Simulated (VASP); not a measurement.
The system is Ir.

```
Ir
1.0
     4.83734    0.00000    0.00000
     0.00000    4.83734    0.00000
     0.00000    0.00000    4.83734
Ir
8
Direct
  0.00000 0.00000 0.00000
  0.50000 0.50000 0.50000
  0.25000 0.00000 0.50000
  0.75000 0.00000 0.50000
  0.50000 0.25000 0.00000
  0.50000 0.75000 0.00000
  0.00000 0.50000 0.25000
  0.00000 0.50000 0.75000
```

| Item | Value |
| --- | --- |
| Program | VASP 6.6.1 |
| Task | relaxation of cell and atoms |
| Functional | PBEsol |
| Potentials or basis | VASP PAW PBE potentials, release 64 (Ir_sv_GW) |
| Cutoff | 560 eV |
| k mesh | 5 × 5 × 5 |
| Occupations | fermi-dirac, width 0.1 eV |
| Spin | no spin polarisation |

At the start: pressure 10.6 GPa; volume 14.15 Å³/atom.

Question: Where does the relaxation end?

Answer: Over 4 steps the energy falls by 12.8 meV/atom and the volume is 14.55 Å³/atom (+2.8 %); space group Pm-3n (No. 223, to 0.1 Å) before and after.

The path:
```tsv
step	energy change (eV)	largest force (eV/Å)	pressure (GPa)	volume (Å³)
1	0.0000	0.0000	10.64	113.19
2	1.2095	0.0000	-29.21	129.30
3	-0.1022	0.0000	-0.49	116.52
4	-0.1025	0.0000	-0.02	116.37
```

Final structure:
```
Ir
1.0
     4.88213    0.00000    0.00000
     0.00000    4.88213    0.00000
     0.00000    0.00000    4.88213
Ir
8
Direct
  0.00000 0.00000 0.00000
  0.50000 0.50000 0.50000
  0.25000 0.00000 0.50000
  0.75000 0.00000 0.50000
  0.50000 0.25000 0.00000
  0.50000 0.75000 0.00000
  0.00000 0.50000 0.25000
  0.00000 0.50000 0.75000
```

Caveat: the PAW data sets were made with another functional, which shifts forces and pressure a little.
